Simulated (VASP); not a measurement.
# SnSe2 in VASP: single point with PBE+D3(BJ)

Aim: the single point of SnSe2 with PBE+D3(BJ).

Program: VASP 6.6.1. These are calculated values, not measurements. Logs are shortened: lines on timing, memory, paths and dates and some standing lists are left out, and cuts for length are marked.

## 1. The cell of the first run

The cell holds a slab with vacuum, 6 atoms: a = 3.825 Å, b = 3.825 Å, c = 45.404 Å, α = 90.00°, β = 90.00°, γ = 120.00°.

## 2. Single point, PBE+D3(BJ)

File INCAR:

```
SYSTEM = SnSe2
ALGO = Normal
DIPOL = 0.5 0.5 0.500
EDIFF = 1E-6
ENCUT = 520
GGA = PE
IDIPOL = 3
ISIF = 2
ISMEAR = 0
IVDW = 12
LASPH = .True.
LCHARG = .False.
LDIPOL = .True.
LREAL = .False.
LWAVE = .False.
NBANDS = 35
NELM = 60
PREC = Accurate
SIGMA = 0.02
```

File KPOINTS:

```
k-points
0
Gamma
  12 12 1
  0 0 0
```

File POSCAR:

```
SnSe2
1.0
    3.8246790507      0.0000000000      0.0000000000
   -1.9123395254      3.3122692192      0.0000000000
    0.0000000000      0.0000000000     45.4044102391
Se Sn
4 2
Direct
    0.6666666667      0.3333333333      0.3882063442
    0.3333333333      0.6666666667      0.4587047388
    0.3333333333      0.6666666667      0.5412953461
    0.6666666667      0.3333333333      0.6117937656
    0.0000000000      0.0000000000      0.4234607830
    0.0000000000      0.0000000000      0.5765390223
```

Potentials or basis: VASP PAW PBE potentials, release 64 (Se, Sn_d).

Launch:

```
cat potpaw_PBE.64/Se/POTCAR potpaw_PBE.64/Sn_d/POTCAR > POTCAR
mpirun -np 1 vasp_std > vasp.out
```

OUTCAR:

```text
SYSTEM = SnSe2
   EDIFF = 1E-6
   ENCUT = 520
   GGA = PE
   ISIF = 2
   ISMEAR = 0
   IVDW = 12
   LASPH = .True.
   LREAL = .False.
   NELM = 60
   PREC = Accurate
 IVDW          = 12

 ion  position               nearest neighbor table
   1  0.667  0.333  0.388-   5 2.73   5 2.73   5 2.73
   2  0.333  0.667  0.459-   5 2.73   5 2.73   5 2.73
   3  0.333  0.667  0.541-   6 2.73   6 2.73   6 2.73
   4  0.667  0.333  0.612-   6 2.73   6 2.73   6 2.73
   5  0.000  0.000  0.423-   2 2.73   2 2.73   2 2.73   1 2.73   1 2.73   1 2.73
   6  0.000  0.000  0.577-   3 2.73   3 2.73   3 2.73   4 2.73   4 2.73   4 2.73

  LATTYP: Found a hexagonal cell.
 ALAT       =     3.8246790507
 C/A-ratio  =    11.8714301611

  Lattice vectors:

 A1 = (   3.8246790507,   0.0000000000,   0.0000000000)
 A2 = (  -1.9123395254,   3.3122692192,   0.0000000000)
 A3 = (   0.0000000000,   0.0000000000,  45.4044102391)

Analysis of symmetry for initial positions (statically):
=====================================================================
 Subroutine PRICEL returns:
 Original cell was already a primitive cell.

 Routine SETGRP: Setting up the symmetry group for a
 hexagonal supercell.

 Subroutine GETGRP returns: Found 12 space group operations
 (whereof 12 operations were pure point group operations)
 out of a pool of 24 trial point group operations.

The static configuration has the point symmetry D_3h.

Analysis of symmetry for dynamics (positions and initial velocities):
=====================================================================
 Subroutine PRICEL returns:
 Original cell was already a primitive cell.

 Routine SETGRP: Setting up the symmetry group for a
 hexagonal supercell.

 Subroutine GETGRP returns: Found 12 space group operations
 (whereof 12 operations were pure point group operations)
 out of a pool of 24 trial point group operations.

The dynamic configuration has the point symmetry D_3h.

 Subroutine INISYM returns: Found 12 space group operations
 (whereof 12 operations are pure point group operations),
 and found     1 'primitive' translations

----------------------------------------------------------------------------------------

                                     Primitive cell

  volume of cell :     575.1997

  direct lattice vectors                    reciprocal lattice vectors
     3.824679051  0.000000000  0.000000000     0.261459847  0.150953913  0.000000000
    -1.912339525  3.312269219  0.000000000     0.000000000  0.301907826  0.000000000
     0.000000000  0.000000000 45.404410239     0.000000000  0.000000000  0.022024292

[... 95 lines left out ...]
   PSTRESS=    0.0 pullay stress
   NELECT =      52.0000    total number of electrons
   NUPDOWN=      -1.0000    fix difference up-down
   EMIN   =  10.00;   EMAX   =-10.00  energy-range for DOS
   EFERMI =   0.00;   METHOD = LEGACY
   ISMEAR =     0;   SIGMA  =   0.02  broadening in eV -4-tet -1-fermi 0-gaus
   EFERMI_NEDOS =   21; number of points for ismear=-14 and -15
   IALGO  =     38    algorithm
   IMIX   =      4    mixing-type and parameters
     AMIX     =   0.40;   BMIX     =  1.00
     AMIX_MAG =   1.60;   BMIX_MAG =  1.00
  volume/ion in A,a.u.               =      95.87       646.94
  Fermi-wavevector in a.u.,A,eV,Ry     =   0.734745  1.388466  7.345100  0.539850
  Thomas-Fermi vector in A             =   1.827772
   LORBIT       =      0    0 simple, 1 ext, 2 COOP (PROOUT), +10 PAW based schemes
   GGA     = PE    functional components
   LHFCALC =     F    Hartree Fock is set to
   AEXX    =    0.0000 exact exchange contribution
   IVDW    =    12    specifies the selected vdW correction
   LEPSILON=     F    determine dielectric tensor
   LRPA    =     F    only Hartree local field effects (RPA)
 non-spin polarized calculation
 Gauss-broadening in eV      SIGMA  =   0.02
  energy-cutoff  :      520.00
  volume of cell :      575.20
 maximum number of plane-waves:     15591
   NGX = 15   NGY = 15   NGZ =169

 number of electron      52.0000022 magnetization

 dipolmoment           0.000000      0.000000     -0.000005 electrons x Angstroem

 Free energy of the ion-electron system (eV)
  ---------------------------------------------------
  ext. energy  EPLUGINS =         0.00000000
  ---------------------------------------------------
  free energy    TOTEN  =       -23.68570126 eV

  energy without entropy =      -23.68570126  energy(sigma->0) =      -23.68570126

 E-fermi :  -3.0947     XC(G=0):  -2.8627

 val. band max:       -3.2588356702   @ k =   0.0833  -0.0000   0.0000
 cond. band min:      -2.6215286765   @ k =   0.5000   0.0000   0.0000
 fundamental gap:      0.6373069938
 Fermi energy:        -3.0947386234

 k-point     1 :       0.0000    0.0000    0.0000
  band No.  band energies     occupation
      1     -24.4322      2.00000
      2     -24.4322      2.00000
      3     -24.4322      2.00000
      4     -24.4322      2.00000
      5     -24.3939      2.00000
      6     -24.3938      2.00000
[... 711 lines left out ...]
     34       3.4544      0.00000
     35       4.6104      0.00000

------------------------ aborting loop because EDIFF is reached ----------------------------------------

 vacuum level on the upper side and lower side of the slab       (xc-potential included)        -0.112        -0.112

 Edisp (eV)   -1.69491

 E8    (eV) :    -0.7664

  FORCE on cell =-STRESS in cart. coord.  units (eV):
  Direction    XX          YY          ZZ          XY          YZ          ZX
  --------------------------------------------------------------------------------------
  -------------------------------------------------------------------------------------
  Total      -0.10710    -0.10710     0.06135     0.00000    -0.00000    -0.00000
  in kB      -0.29832    -0.29832     0.17088     0.00000    -0.00000    -0.00000
  external pressure =       -0.14 kB  Pullay stress =        0.00 kB

 VOLUME and BASIS-vectors are now :
 -----------------------------------------------------------------------------
  energy-cutoff  :      520.00
  volume of cell :      575.20
      direct lattice vectors                 reciprocal lattice vectors
     3.824679051  0.000000000  0.000000000     0.261459847  0.150953913  0.000000000
    -1.912339525  3.312269219  0.000000000     0.000000000  0.301907826  0.000000000
     0.000000000  0.000000000 45.404410239     0.000000000  0.000000000  0.022024292

 POSITION                                       TOTAL-FORCE (eV/Angst)
 -----------------------------------------------------------------------------------
      1.91234      1.10409     17.62628        -0.000000     -0.000000     -0.015402
     -0.00000      2.20818     20.82722         0.000000      0.000000      0.017342
     -0.00000      2.20818     24.57720        -0.000000      0.000000     -0.017342
      1.91234      1.10409     27.77814         0.000000     -0.000000      0.015402
      0.00000      0.00000     19.22699        -0.000000      0.000000      0.001967
      0.00000      0.00000     26.17741        -0.000000      0.000000     -0.001967
 -----------------------------------------------------------------------------------
    total drift:                               -0.000000      0.000000      0.002256

  FREE ENERGIE OF THE ION-ELECTRON SYSTEM (eV)
  ---------------------------------------------------
  free  energy   TOTEN  =       -25.3806105153 eV

  energy  without entropy=      -25.3806105153  energy(sigma->0) =      -25.38061052

 vacuum level on the upper side and lower side of the slab         2.612         2.612
```

Run time: 12 min. Hardware: 1 thread of Intel Xeon Platinum 8559C (Emerald Rapids), shared host; peak memory 0.77 GiB.

Results:

```
Free energy                : -25.3806 eV
Largest force              : 0.017 eV/Å
Band gap on the k mesh     : 0.64 eV (least direct gap 0.97 eV)
Dispersion energy per atom : -0.282 eV
```

Forces in eV/Å, atoms in the order of the input:
```
Se   0.000  0.000 -0.015
Se   0.000  0.000  0.017
Se   0.000  0.000 -0.017
Se   0.000  0.000  0.015
Sn   0.000  0.000  0.002
Sn   0.000  0.000 -0.002
```

Levels at points of the mesh, in eV from the valence-band top:
```csv
k point,band 22,band 23,band 24,band 25,band 26,band 27,band 28,band 29,band 30,band 31
"(0.00, 0.00, 0.00)",-0.46,-0.11,-0.11,-0.06,-0.06,1.39,1.90,3.07,3.15,4.59
"(0.50, 0.00, 0.00)",-2.20,-0.99,-0.55,-0.39,-0.33,0.64,0.87,3.93,4.21,4.99
```

Caveat: spin-orbit coupling is left out, which moves the levels of the heavy elements.
